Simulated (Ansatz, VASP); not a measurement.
BaRe in VASP and in Ansatz

Contents of POSCAR:

```
BaRe
1.0
    3.7045746453      0.0000000000      0.0000000000
    0.0000000000      3.7045746453      0.0000000000
    0.0000000000      0.0000000000      3.7045746453
Ba Re
1 1
Direct
    0.0000000000      0.0000000000      0.0000000000
    0.5000000000      0.5000000000      0.5000000000
```

Contents of INCAR.step1:

```
PREC = Accurate ; ENCUT = 610
ISMEAR = 0 ; SIGMA = 0.05
LREAL = False ; LASPH = True
NELM = 120 ; NBANDS = 20
GGA = PE ; ALGO = Normal
EDIFF = 1E-5 ; LWAVE = True
LCHARG = False ; GGA_COMPAT = False
```

File INCAR.step2:

```
PREC = Accurate ; ENCUT = 610
EDIFF = 1E-6 ; ISMEAR = 0
SIGMA = 0.05 ; LREAL = False
LASPH = True ; NELM = 120
ALGO = Normal ; ISIF = 2
LWAVE = False ; LCHARG = False
METAGGA = R2SCAN ; LMIXTAU = True
NBANDS = 20 ; ISTART = 1
GGA_COMPAT = False
```

Contents of KPOINTS:

```
regular mesh
0
Gamma
  10 10 10
```

Input for Ansatz:

```yaml
crystal:
  lattice:
    - [3.7045746453, 0.0, 0.0]
    - [0.0, 3.7045746453, 0.0]
    - [0.0, 0.0, 3.7045746453]
  atoms:
    - { symbol: Ba, position: [0.0, 0.0, 0.0] }
    - { symbol: Re, position: [0.5, 0.5, 0.5] }
basis:
  ecutwfc: 500
  ecutrho_ratio: 4
kpoints:
  mp_grid: { grid: [10, 10, 10] }
  band_path:
    path:
      - [[0.0, 0.0, 0.0], [0.0, 0.5, 0.0], [0.5, 0.5, 0.0], [0.0, 0.0, 0.0], [0.5, 0.5, 0.5], [0.0, 0.5, 0.0]]
      - [[0.5, 0.5, 0.5], [0.5, 0.5, 0.0]]
    npoints: 14
hamiltonian:
  xc: r2scan
scf:
  occupations: { method: gaussian, width: 0.05 }
  n_extra_bands: 13
output:
  forces: true
  stress: true
  eigenvalues: true
  populations: true
  dos: { projected: true, de: 0.02, nscf_kmesh: { grid: [15, 15, 15] } }
  bader: true
  write_density: true
  write_potential: true
  elf: true
  volumetric_format: npy
```

Alike in both runs: task single point; functional r2SCAN; k mesh 10 × 10 × 10; occupations gaussian, width 0.05 eV; no spin polarisation.

|  | VASP | Ansatz |
| --- | --- | --- |
| version | VASP 6.6.1 | Ansatz 0.2.0 |
| potentials or method | VASP PAW PBE potentials, release 64 (Ba_sv, Re_sv_GW), cutoff 610 eV | scalar-relativistic, plane waves, PAW |
| valence electrons in the cell | 25 | 25 |

```tsv
	VASP	Ansatz	Ansatz less VASP
gap on the k mesh at the Fermi level (eV)	none	none	-
pressure (GPa)	1.7	0.0	-1.72
```

VASP's potentials were made for PBE, not for r2SCAN. A gap of «none» marks a metal or a gap that the smearing closes.

Spin-orbit coupling is off throughout.
